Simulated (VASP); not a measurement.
# Si16O (a cell with a defect) in VASP: notebook

Runs on Si16O (a cell with a defect). Level: PBE+D3(BJ). Tasks: single point.

All numbers are computed with VASP 6.6.1; they aren't measurements. Logs are shortened: lines on timing, memory, paths and dates and some standing lists are left out, and cuts for length are marked.

## (1) The cell of the first run

The cell holds a defect, 17 atoms: a = 7.679 Å, b = 7.679 Å, c = 7.679 Å, α = 60.00°, β = 60.00°, γ = 60.00°.

## (2) Single point, PBE+D3(BJ), collinear spin, zero start

INCAR

```
SYSTEM = Si16O
  PREC = Accurate
  ENCUT = 520
  EDIFF = 1E-7
  ISMEAR = 0
  SIGMA = 0.02
  LREAL = Auto
  LASPH = .TRUE.
  NELM = 150
  ALGO = Normal
  ISIF = 2
  LWAVE = .FALSE.
  LCHARG = .FALSE.
  ISPIN = 2
  MAGMOM = 0 0 0 0 0 0 0 0 0 0 0 0 0 0 0 0 0
  LORBIT = 11
  GGA = PE
  IVDW = 12
  NBANDS = 53
```

KPOINTS

```
regular mesh
0
G
  2 2 2
  0 0 0
```

POSCAR

```
Si16O
1.0
    0.0000000000      5.4300000000      5.4300000000
    5.4300000000      0.0000000000      5.4300000000
    5.4300000000      5.4300000000      0.0000000000
Si O
16 1
Direct
   -0.0084833333     -0.0016632597     -0.0002306630
    0.1169005525      0.1193865562      0.1290966851
   -0.0041512891      0.0253170350      0.5049916206
    0.1231920810      0.1454342541      0.6270539595
   -0.0185372007      0.4919471455     -0.0293707182
    0.1101511050      0.6250083794      0.0813803867
   -0.0039406077      0.5080730203      0.4529221915
    0.1521901473      0.6576442910      0.6164724678
    0.4913859116      0.0057601289      0.0043709945
    0.6170443831      0.1354307551      0.1235156538
    0.4989525783      0.0233533149      0.4975111418
    0.6221969613      0.1425148250      0.6304474217
    0.4843768877      0.5101846225      0.0002989871
    0.6096576427      0.6309581952      0.1300521179
    0.5218198895      0.5158478821      0.5057139963
    0.6366735727      0.6485838858      0.6284663904
    0.1494557090      0.6229118785      0.4202651013
```

Potentials or basis: VASP PAW PBE potentials, release 64 (Si, O).

Run with:

```sh
> cat potpaw_PBE.64/Si/POTCAR potpaw_PBE.64/O/POTCAR > POTCAR
> mpirun -np 1 vasp_std > vasp.out
```

OUTCAR:

```text
SYSTEM = Si16O
   PREC = Accurate
   ENCUT = 520
   EDIFF = 1E-7
   ISMEAR = 0
   LREAL = Auto
   LASPH = .TRUE.
   NELM = 150
   ISIF = 2
   ISPIN = 2
   LORBIT = 11
   GGA = PE
   IVDW = 12
 IVDW          = 12

 ion  position               nearest neighbor table
   1  0.992  0.998  1.000-   4 2.35  10 2.35   2 2.36   6 2.37
   2  0.117  0.119  0.129-   9 2.35   1 2.36   5 2.36   3 2.37
   3  0.996  0.025  0.505-   8 2.32   4 2.32  12 2.34   2 2.37
   4  0.123  0.145  0.627-   7 2.31   3 2.32   1 2.35  11 2.36
   5  0.981  0.492  0.971-   8 2.32   6 2.34  14 2.36   2 2.36
   6  0.110  0.625  0.081-   7 2.33   5 2.34   1 2.37  13 2.38
   7  0.996  0.508  0.453-  17 1.66  16 2.31   4 2.31   6 2.33   8 2.94
   8  0.152  0.658  0.616-  17 1.67   3 2.32   5 2.32  15 2.32   7 2.94
   9  0.491  0.006  0.004-  12 2.35  10 2.35   2 2.35  14 2.35
  10  0.617  0.135  0.124-   9 2.35  11 2.35   1 2.35  13 2.35
  11  0.499  0.023  0.498-  10 2.35  16 2.35  12 2.35   4 2.36
  12  0.622  0.143  0.630-   3 2.34   9 2.35  15 2.35  11 2.35
  13  0.484  0.510  0.000-  16 2.35  10 2.35  14 2.36   6 2.38
  14  0.610  0.631  0.130-   9 2.35  13 2.36   5 2.36  15 2.38
  15  0.522  0.516  0.506-   8 2.32  16 2.32  12 2.35  14 2.38
  16  0.637  0.649  0.628-   7 2.31  15 2.32  13 2.35  11 2.35
  17  0.149  0.623  0.420-   7 1.66   8 1.67

  LATTYP: Found a face centered cubic cell.
 ALAT       =    10.8600000000

  Lattice vectors:

 A1 = (   0.0000000000,   5.4300000000,   5.4300000000)
 A2 = (   5.4300000000,   0.0000000000,   5.4300000000)
 A3 = (   5.4300000000,   5.4300000000,   0.0000000000)

Analysis of symmetry for initial positions (statically):
=====================================================================
 Subroutine PRICEL returns:
 Original cell was already a primitive cell.

 Routine SETGRP: Setting up the symmetry group for a
 face centered cubic supercell.

 Subroutine GETGRP returns: Found  1 space group operations
 (whereof  1 operations were pure point group operations)
 out of a pool of 48 trial point group operations.

The static configuration has the point symmetry C_1 .

Analysis of symmetry for dynamics (positions and initial velocities):
=====================================================================
 Subroutine PRICEL returns:
 Original cell was already a primitive cell.

 Routine SETGRP: Setting up the symmetry group for a
 face centered cubic supercell.

 Subroutine GETGRP returns: Found  1 space group operations
 (whereof  1 operations were pure point group operations)
 out of a pool of 48 trial point group operations.

The dynamic configuration has the point symmetry C_1 .

Analysis of structural, dynamic, and magnetic symmetry:
[... 171 lines left out ...]
  free energy    TOTEN  =       -92.68721493 eV

  energy without entropy =      -92.68721493  energy(sigma->0) =      -92.68721493

 E-fermi :   6.0412     XC(G=0):  -9.5318

 val. band max:        5.8803389229   @ k =   0.0000   0.0000   0.0000
 cond. band min:       6.3744926132   @ k =   0.0000   0.0000   0.0000
 fundamental gap:      0.4941536904
 Fermi energy:         6.0412319003

 spin component 1

 k-point     1 :       0.0000    0.0000    0.0000
  band No.  band energies     occupation
      1     -14.4413      1.00000
      2      -5.8104      1.00000
      3      -4.3850      1.00000
      4      -3.6887      1.00000
      5      -3.6632      1.00000
      6      -3.3255      1.00000
[... 389 lines left out ...]
     46      10.3328      0.00000
     47      10.4157      0.00000
 Fermi energy:         6.0412319003

 spin component 2

 k-point     1 :       0.0000    0.0000    0.0000
  band No.  band energies     occupation
      1     -14.4414      1.00000
      2      -5.8104      1.00000
      3      -4.3850      1.00000
      4      -3.6887      1.00000
      5      -3.6632      1.00000
      6      -3.3255      1.00000
[... 389 lines left out ...]
     46      10.3328      0.00000
     47      10.4157      0.00000
 [bands above 47 left out]

------------------------ aborting loop because EDIFF is reached ----------------------------------------

 Edisp (eV)   -5.21744

 E8    (eV) :    -2.1449

  FORCE on cell =-STRESS in cart. coord.  units (eV):
  Direction    XX          YY          ZZ          XY          YZ          ZX
  --------------------------------------------------------------------------------------
  -------------------------------------------------------------------------------------
  Total       3.51823     3.75216     3.11486     1.80964     2.82548     3.03002
  in kB      17.60373    18.77425    15.58547     9.05468    14.13755    15.16097
  external pressure =       17.32 kB  Pullay stress =        0.00 kB

 VOLUME and BASIS-vectors are now :
 -----------------------------------------------------------------------------
  energy-cutoff  :      520.00
  volume of cell :      320.21
      direct lattice vectors                 reciprocal lattice vectors
     0.000000000  5.430000000  5.430000000    -0.092081031  0.092081031  0.092081031
     5.430000000  0.000000000  5.430000000     0.092081031 -0.092081031  0.092081031
     5.430000000  5.430000000  0.000000000     0.092081031  0.092081031 -0.092081031

 POSITION                                       TOTAL-FORCE (eV/Angst)
 -----------------------------------------------------------------------------------
     10.84972     10.81268     10.80490        -0.000183     -0.004649      0.004363
      1.34926      1.33577      1.28304        -0.000833     -0.003295      0.002971
      2.87958      8.14956      5.54493        -0.007906     -0.006848     -0.006464
      4.19461      4.07384      1.45864        -0.004048     -0.008122     -0.003726
      7.94179     10.59986      8.00062         0.009115      0.004303      0.007979
      3.83569      1.04002      3.99192         0.007130      0.006222      0.002282
[... 9 lines left out ...]
      6.93438      6.86971      6.97895        -0.004384     -0.000599      0.000172
      5.66445      3.09358      4.19396        -0.033550      0.004068      0.021705
 -----------------------------------------------------------------------------------
    total drift:                               -0.000885      0.004063      0.005660

  FREE ENERGIE OF THE ION-ELECTRON SYSTEM (eV)
  ---------------------------------------------------
  free  energy   TOTEN  =       -97.9046518852 eV

  energy  without entropy=      -97.9046518852  energy(sigma->0) =      -97.90465189

 total charge

# of ion       s       p       d       tot
------------------------------------------
    1        0.741   0.947   0.000   1.688
    2        0.742   0.942   0.000   1.684
    3        0.746   0.972   0.000   1.718
    4        0.744   0.979   0.000   1.722
    5        0.746   0.963   0.000   1.709
    6        0.750   0.951   0.000   1.701
[... 9 lines left out ...]
   16        0.744   0.976   0.000   1.720
   17        1.576   3.600   0.000   5.176
--------------------------------------------------
tot         13.461  18.895   0.000  32.355

 magnetization (x)

# of ion       s       p       d       tot
------------------------------------------
    1        0.000   0.000   0.000   0.000
    2        0.000   0.000   0.000   0.000
    3        0.000   0.000   0.000   0.000
    4       -0.000   0.000   0.000  -0.000
    5        0.000   0.000   0.000   0.000
    6       -0.000   0.000   0.000   0.000
[... 9 lines left out ...]
   16        0.000   0.000   0.000   0.000
   17        0.000  -0.000   0.000  -0.000
--------------------------------------------------
tot          0.000   0.000   0.000   0.000
```

OSZICAR:

```text
N       E                     dE             d eps       ncg     rms          rms(c)
DAV:   1     0.193643840410E+03    0.19364E+03   -0.27345E+04  1696   0.110E+03
DAV:   2    -0.756124847364E+02   -0.26926E+03   -0.25246E+03  2074   0.176E+02
DAV:   3    -0.954913646946E+02   -0.19879E+02   -0.19620E+02  2129   0.449E+01
DAV:   4    -0.958708265158E+02   -0.37946E+00   -0.37839E+00  2136   0.740E+00
DAV:   5    -0.958782914200E+02   -0.74649E-02   -0.74613E-02  2142   0.997E-01    0.169E+01
DAV:   6    -0.929632961497E+02    0.29150E+01   -0.77448E+00  2376   0.139E+01    0.101E+01
DAV:   7    -0.927738168090E+02    0.18948E+00   -0.30635E+00  1904   0.563E+00    0.429E+00
DAV:   8    -0.927100307925E+02    0.63786E-01   -0.81900E-01  2312   0.439E+00    0.142E+00
DAV:   9    -0.926772099575E+02    0.32821E-01   -0.27589E-01  2464   0.268E+00    0.337E-01
DAV:  10    -0.926883567198E+02   -0.11147E-01   -0.10466E-01  1904   0.106E+00    0.454E-01
DAV:  11    -0.926864234175E+02    0.19333E-02   -0.13389E-02  2504   0.614E-01    0.111E-01
DAV:  12    -0.926871357187E+02   -0.71230E-03   -0.38441E-03  1968   0.224E-01    0.557E-02
DAV:  13    -0.926871960183E+02   -0.60300E-04   -0.21578E-04  2104   0.511E-02    0.298E-02
DAV:  14    -0.926872160161E+02   -0.19998E-04   -0.41277E-05  2464   0.330E-02    0.210E-02
DAV:  15    -0.926872161170E+02   -0.10088E-06   -0.12053E-05  2016   0.144E-02    0.137E-02
DAV:  16    -0.926872150197E+02    0.10973E-05   -0.94750E-06  2056   0.118E-02    0.477E-03
DAV:  17    -0.926872150007E+02    0.19029E-07   -0.10051E-06  2024   0.359E-03    0.232E-03
DAV:  18    -0.926872149320E+02    0.68708E-07   -0.60028E-07  1920   0.349E-03
   1 F= -.97904652E+02 E0= -.97904652E+02  d E =-.110503E-30  mag=    -0.0000
```

stdout:

```text
POSCAR found type information on POSCAR SiO
 POSCAR found :  2 types and      17 ions
 scaLAPACK will be used
 LDA part: xc-table for (Slater+PW92), standard interpolation
 POSCAR, INCAR and KPOINTS ok, starting setup
 FFT: planning ... GRIDC
 FFT: planning ... GRID_SOFT
 FFT: planning ... GRID
 WAVECAR not read
 entering main loop
```

Wall time 17 min (1 thread of Intel Xeon 8259CL, shared host); peak memory 0.71 GiB.

Results:

```
Free energy                                           : -97.9047 eV
Pressure                                              : 1.7 GPa
Largest force                                         : 0.070 eV/Å
Band gap on the k mesh                                : 0.49 eV
Net moment                                            : 0.00 μB per cell
Valence electrons inside the program's atomic spheres : Si 1.69, 1.68, 1.72, 1.71, 1.70 (each value once); O 5.18
Dispersion energy per atom                            : -0.307 eV
```

Forces in eV/Å, atoms in the order of the input:
```
Si   0.000 -0.005  0.004
Si  -0.001 -0.003  0.003
Si  -0.008 -0.007 -0.006
Si  -0.004 -0.008 -0.004
Si   0.009  0.004  0.008
Si   0.007  0.006  0.002
Si  -0.026 -0.023 -0.055
Si   0.050  0.046  0.016
Si  -0.001 -0.002  0.002
Si  -0.001 -0.002  0.002
Si   0.003 -0.004 -0.001
Si   0.000 -0.006 -0.001
Si   0.001  0.001  0.003
Si   0.003  0.000  0.002
Si   0.006 -0.002  0.003
Si  -0.004 -0.001  0.000
O   -0.034  0.004  0.022
```

Caveat: the k points lie up to 0.50 Å⁻¹ apart.

(Continued in part 2 of 2.)
